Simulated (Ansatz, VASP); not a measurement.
**Two plane-wave programs on ZnS**

POSCAR

```
ZnS
1.0
    0.0000000000      2.5310227333      2.5310227333
    2.5310227333      0.0000000000      2.5310227333
    2.5310227333      2.5310227333      0.0000000000
Zn S
1 1
Direct
    0.0000000000      0.0000000000      0.0000000000
    0.5000000000      0.5000000000      0.5000000000
```

Contents of INCAR.step1:

```
SYSTEM = ZnS
ALGO = Normal
EDIFF = 1E-5
ENCUT = 520
GGA = PE
ISIF = 2
ISMEAR = -1
LASPH = .True.
LCHARG = .False.
LREAL = .False.
LWAVE = .True.
NBANDS = 16
NELM = 80
PREC = Accurate
SIGMA = 0.02
```

File INCAR.step2:

```
SYSTEM = ZnS
ALGO = Normal
EDIFF = 1E-7
ENCUT = 520
GGA = PE
HFSCREEN = 0.2079
ISIF = 2
ISMEAR = -1
ISTART = 1
LASPH = .True.
LCHARG = .False.
LHFCALC = .True.
LREAL = .False.
LWAVE = .False.
NBANDS = 16
NELM = 80
PREC = Accurate
PRECFOCK = Normal
SIGMA = 0.02
```

File KPOINTS:

```
k-points
0
Gamma
  4 4 4
  0 0 0
```

Input for Ansatz:

```yaml
crystal:
  lattice:
    - [0.0, 2.5310227333, 2.5310227333]
    - [2.5310227333, 0.0, 2.5310227333]
    - [2.5310227333, 2.5310227333, 0.0]
  atoms:
    - { symbol: Zn, position: [0.0, 0.0, 0.0] }
    - { symbol: S, position: [0.5, 0.5, 0.5] }
kpoints:
  mp_grid: { grid: [4, 4, 4] }
hamiltonian:
  xc: hse06
scf:
  occupations: { method: fermi_dirac, width: 0.02 }
  n_extra_bands: 4
output:
  forces: true
  stress: true
  eigenvalues: true
```

Alike in both runs: task single point; functional HSE06; k mesh 4 × 4 × 4; occupations fermi-dirac, width 0.02 eV; no spin polarisation.

|  | VASP | Ansatz |
| --- | --- | --- |
| version | VASP 6.6.1 | Ansatz 0.2.0 |
| potentials or method | VASP PAW PBE potentials, release 64 (Zn, S) | plane waves, PAW |
| plane-wave cutoff (eV) | 520 | 420 |
| valence electrons in the cell | 18 | 18 |

Ansatz gave:

- gap on the k mesh at the Fermi level (eV): 0.87
- pressure (GPa): 1.7

Problem. Which values does VASP return?

Solution. gap on the k mesh at the Fermi level (eV): 0.84; pressure (GPa): 1.8.

The functional is the same, so the differences come from potentials, cutoffs and numerics. Ansatz's warnings: stress exchange threshold loose, stress scf threshold loose.

The k mesh is coarse, so the values compare programs but aren't converged.
